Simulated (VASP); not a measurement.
## Ti6H: single point with PBE

System: Ti6H, a slab with vacuum.

```xyz
7
Lattice="2.8322 0.0000 0.0000 0.0000 4.5795 0.0000 0.0000 0.0000 23.5511" Properties=species:S:1:pos:R:3 pbc="T T T"
Ti    1.4161    0.0000    4.0000
Ti    0.0000    2.2898    5.3220
Ti    1.4161    0.0000    6.6440
Ti    1.4161    2.2898    7.9954
Ti    0.0000    0.0000    9.2796
Ti    1.4161    2.2898   10.5511
H     2.4782    4.0071   13.5211
```

```json
{
 "Program": "VASP 6.6.1",
 "Task": "single point",
 "Functional": "PBE",
 "Potentials or basis": "VASP PAW PBE potentials, release 64 (Ti_sv, H)",
 "Cutoff": "520 eV",
 "k mesh": "9 × 6 × 1",
 "Occupations": "gaussian, width 0.1 eV",
 "Spin": "no spin polarisation"
}
```

```
Largest force          : 0.754 eV/Å
Band gap on the k mesh : zero (an odd number of electrons rules out a gap without spin polarisation)
```

Forces on the atoms (eV/Å):
```
Ti   0.001  0.001  0.397
Ti   0.000  0.011 -0.012
Ti   0.001 -0.006 -0.375
Ti  -0.003 -0.012  0.001
Ti  -0.008 -0.013 -0.124
Ti  -0.001  0.205  0.726
H    0.011 -0.185 -0.613
```

Levels at points of the mesh, in eV from the Fermi level:
```
           k point  band 34  band 35  band 36  band 37  band 38  band 39  band 40  band 41
(0.00, 0.00, 0.00)    -0.64    -0.59    -0.16    -0.01     0.07     0.22     0.35     0.57
(0.00, 0.50, 0.00)    -0.45    -0.28    -0.25    -0.12     0.24     0.32     0.40     0.44
```

Run time: 20 min on 1 thread of Intel(R) Xeon(R) Platinum 8375C CPU @ 2.90GHz (Ice Lake) (shared host), peak memory 0.55 GiB.
